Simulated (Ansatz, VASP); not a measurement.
# Two plane-wave programs on Al2Cu

The input INCAR:

```
PREC = Accurate
ENCUT = 520
EDIFF = 1E-7
ISMEAR = 0
SIGMA = 0.15
LREAL = F
LASPH = T
NELM = 100
ALGO = Fast
ISIF = 2
LWAVE = F
LCHARG = F
GGA = PS
NBANDS = 26
```

File KPOINTS:

```
Automatic mesh
0
Gamma
  10 10 10
```

File POSCAR:

```
Al2Cu
1.0
   -3.0264500000      3.0264500000      2.4862000000
    3.0264500000     -3.0264500000      2.4862000000
    3.0264500000      3.0264500000     -2.4862000000
Al Cu
4 2
Direct
    0.1593210787      0.6593210787      0.8186421574
    0.6593210787      0.8406789213      0.5000000000
    0.8406789213      0.3406789213      0.1813578426
    0.3406789213      0.1593210787      0.5000000000
    0.7500000000      0.7500000000      0.0000000000
    0.2500000000      0.2500000000      0.0000000000
```

Input for Ansatz:

```yaml
crystal:
  lattice:
    - [-3.02645, 3.02645, 2.4862]
    - [3.02645, -3.02645, 2.4862]
    - [3.02645, 3.02645, -2.4862]
  atoms:
    - { symbol: Al, position: [0.1593210787, 0.6593210787, 0.8186421574] }
    - { symbol: Al, position: [0.6593210787, 0.8406789213, 0.5] }
    - { symbol: Al, position: [0.8406789213, 0.3406789213, 0.1813578426] }
    - { symbol: Al, position: [0.3406789213, 0.1593210787, 0.5] }
    - { symbol: Cu, position: [0.75, 0.75, 0.0] }
    - { symbol: Cu, position: [0.25, 0.25, 0.0] }
basis:
  ecutwfc: 520.0
kpoints:
  mp_grid: { grid: [10, 10, 10] }
hamiltonian:
  xc: pbesol
  pseudopotentials: { kind: paw, azcp: { folder: soft_1 } }
scf:
  occupations: { method: gaussian, width: 0.15 }
output:
  forces: true
  stress: true
  eigenvalues: true
```

Alike in both runs: task single point; functional PBEsol; k mesh 10 × 10 × 10; occupations gaussian, width 0.15 eV; no spin polarisation.

|  | VASP | Ansatz |
| --- | --- | --- |
| version | VASP 6.6.1 | Ansatz 0.2.0 |
| potentials or method | VASP PAW PBE potentials, release 64 (Al, Cu), cutoff 520 eV | scalar-relativistic, plane waves, PAW |
| valence electrons in the cell | 34 | 50 |

VASP gave:

| Quantity | Value |
| --- | --- |
| gap on the k mesh at the Fermi level (eV) | none |
| pressure (GPa) | -4.6 |
| traceless stress, the component that is largest in VASP (GPa) | -1.54 |
| rms of the force components (eV/Å) | 0.036 |

Question: Which values does Ansatz return?

Answer: gap on the k mesh at the Fermi level (eV): none; pressure (GPa): -4.8; traceless stress, the component that is largest in VASP (GPa): -1.58; rms of the force components (eV/Å): 0.037.

VASP's potentials were made for PBE, not for PBEsol, and Ansatz warns of the same on its side. Atom by atom the forces differ by 0.001 eV/Å (rms over components). A gap of «none» marks a metal or a gap that the smearing closes. VASP's potentials hold 34 valence electrons a cell and Ansatz's 50, so a difference there can come from the potentials and not from the codes.
